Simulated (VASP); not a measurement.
AlRu:

```
Al Ru
1.0
     2.99160    0.00000    0.00000
     0.00000    2.99160    0.00000
     0.00000    0.00000    2.99160
Al Ru
1 1
Direct
  0.00000 0.00000 0.00000
  0.50000 0.50000 0.50000
```

```yaml
Program: VASP 6.6.1
Task: relaxation of cell and atoms
Functional: LDA
Potentials_or_basis: VASP PAW LDA potentials, release 64 (Al, Ru_pv)
Cutoff: 600 eV
k_mesh: 12 × 12 × 12
Occupations: fermi-dirac, width 0.05 eV
Spin: no spin polarisation
```

At the start: pressure -7.8 GPa; volume 13.39 Å³/atom.

Q: How do energy, volume and symmetry change on relaxing?

A: Over 4 steps the energy falls by 11.9 meV/atom and the volume is 12.91 Å³/atom (-3.6 %); space group Pm-3m (No. 221, to 0.05 Å).

Step by step:
| step | energy change (eV) | largest force (eV/Å) | pressure (GPa) | volume (Å³) |
| --- | --- | --- | --- | --- |
| 1 | 0.0000 | 0.0000 | -7.76 | 26.77 |
| 2 | 0.0452 | 0.0000 | 15.71 | 24.34 |
| 3 | -0.0238 | 0.0000 | -0.13 | 25.84 |
| 4 | -0.0238 | 0.0000 | 0.00 | 25.82 |

Final structure:
```yaml
crystal:
  lattice:
    - [2.95566, 0.00000, 0.00000]
    - [0.00000, 2.95566, 0.00000]
    - [0.00000, 0.00000, 2.95566]
  atoms:
    - { symbol: Al, position: [0.00000, 0.00000, 0.00000] }
    - { symbol: Ru, position: [0.50000, 0.50000, 0.50000] }
```
